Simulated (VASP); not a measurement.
## Rb: relaxation of cell and atoms with PBE

Rb:

```
Rb
1.0
    -2.80250    2.80250    2.80250
     2.80250   -2.80250    2.80250
     2.80250    2.80250   -2.80250
Rb
1
Direct
  0.00000 0.00000 0.00000
```

| Quantity | Value |
| --- | --- |
| Program | VASP 6.6.1 |
| Task | relaxation of cell and atoms |
| Functional | PBE |
| Potentials or basis | VASP PAW PBE potentials, release 64 (Rb_sv) |
| Cutoff | 600 eV |
| k mesh | 5 × 5 × 5 |
| Occupations | fermi-dirac, width 0.05 eV |
| Spin | non-collinear spin, zero start, spin-orbit coupling |
| Starting moments | [[0.0, 0.0, 0.0]] μB |
| Dipole correction | no |
| Further INCAR settings | ALGO = Normal; EDIFF = 1e-06; IBRION = 2; EDIFFG = -0.02; NSW = 80; ISIF = 3 |

* Relaxed volume: 90.72 Å³/atom
* Relaxed cell: a = 4.903 Å, b = 4.903 Å, c = 4.903 Å, α = 109.47°, β = 109.47°, γ = 109.47°
* Space group after relaxing (to 0.1 Å): Im-3m (No. 229)
* Energy gained by relaxing: 0.7 meV/atom
* Ionic steps: 4
* Pressure after relaxing: 0.0 GPa
* Net moment: 0.00 μB per cell
* Valence electrons inside the program's atomic spheres: Rb 7.29

Step by step:
```
step  energy change (eV)  largest force (eV/Å)  pressure (GPa)  volume (Å³)
   1              0.0000                0.0000            0.08        88.04
   2             -0.0003                0.0000            0.06        88.62
   3             -0.0005                0.0000            0.04        89.32
   4             -0.0007                0.0000            0.00        90.72
```

Final structure:
```
Rb
1.0
    -2.83065    2.83065    2.83065
     2.83065   -2.83065    2.83065
     2.83065    2.83065   -2.83065
Rb
1
Direct
  0.00000 0.00000 0.00000
```

Moments on the atoms (μB; x, y, z):
```
Rb  0.00 0.00 0.00
```

Wall time 6.4 min on 1 thread of Intel Xeon 8259CL, on a shared host, peak memory 0.48 GiB.

PBE usually gives volumes a little too large and moduli too small. Zero-point motion and thermal expansion aren't in these numbers.
